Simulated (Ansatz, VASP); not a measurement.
Given: the input of a run of VASP 6.6.1 on AlNi3.

File INCAR:

```
SYSTEM = AlNi3
PREC = Accurate ; ENCUT = 520
EDIFF = 1E-6 ; ISMEAR = -1
SIGMA = 0.05 ; LREAL = .FALSE.
LASPH = .TRUE. ; NELM = 150
ALGO = Normal ; ISIF = 2
LWAVE = .FALSE. ; LCHARG = .FALSE.
ISPIN = 2 ; MAGMOM = 2 2 2 0
LORBIT = 11 ; NUPDOWN = 6.0
LMAXMIX = 4 ; GGA = PE
NBANDS = 28
```

KPOINTS

```
Automatic mesh
0
G
  6 6 6
  0 0 0
```

The input POSCAR:

```
AlNi3
1.0
    3.5230547267      0.0000000000      0.0000000000
    0.0000000000      3.5230547267      0.0000000000
    0.0000000000      0.0000000000      3.5230547267
Ni Al
3 1
Direct
    0.5000000000      0.5000000000      0.0000000000
    0.5000000000      0.0000000000      0.5000000000
    0.0000000000      0.5000000000      0.5000000000
    0.0000000000      0.0000000000      0.0000000000
```

Potentials or basis: VASP PAW PBE potentials, release 64 (Ni, Al).

Command:

```sh
$ cat potpaw_PBE.64/Ni/POTCAR potpaw_PBE.64/Al/POTCAR > POTCAR
$ mpirun -np 1 vasp_std > vasp.out
```

Problem. Translate it to Ansatz 0.2.0. Potentials there: Ansatz PAW.

Solution. As run (the cutoff follows the program's own potentials):

Contents of input.yaml:

```yaml
crystal:
  lattice:
    - [3.5230547267, 0.0, 0.0]
    - [0.0, 3.5230547267, 0.0]
    - [0.0, 0.0, 3.5230547267]
  atoms:
    - { symbol: Ni, position: [0.5, 0.5, 0.0], spin: 2.0 }
    - { symbol: Ni, position: [0.5, 0.0, 0.5], spin: 2.0 }
    - { symbol: Ni, position: [0.0, 0.5, 0.5], spin: 2.0 }
    - { symbol: Al, position: [0.0, 0.0, 0.0] }
hamiltonian:
  xc: pbe
  pseudopotentials: { kind: paw }
magnetization:
  spin_polarized: true
  initial_magnetization: 6.0
  spin_locking: { lock_magnetization: hard }
kpoints:
  mp_grid: { grid: [6, 6, 6] }
scf:
  occupations: { method: fermi_dirac, width: 0.05 }
  lower_state_search: "off"
output:
  forces: true
  stress: true
  eigenvalues: true
```

Potentials or basis: Ansatz PAW.

Command:

```console
$ ansatz run input.yaml --threads 2 --pin off --max-ram 5632MiB --backend cpu --events-out ev --progress --plain --runs-dir out
```

Both were run:

|  | VASP | Ansatz | Ansatz less VASP |
| --- | --- | --- | --- |
| net moment per atom (μB) | 1.50 | 1.50 | 0.000 |
| size of the moment on the site where the two differ most (μB) | 0.23 | 0.34 | +0.112 |

Site moments also hang on the region over which each program counts them. VASP's potentials hold 33 valence electrons a cell and Ansatz's 57, so a difference there can come from the potentials and not from the codes.
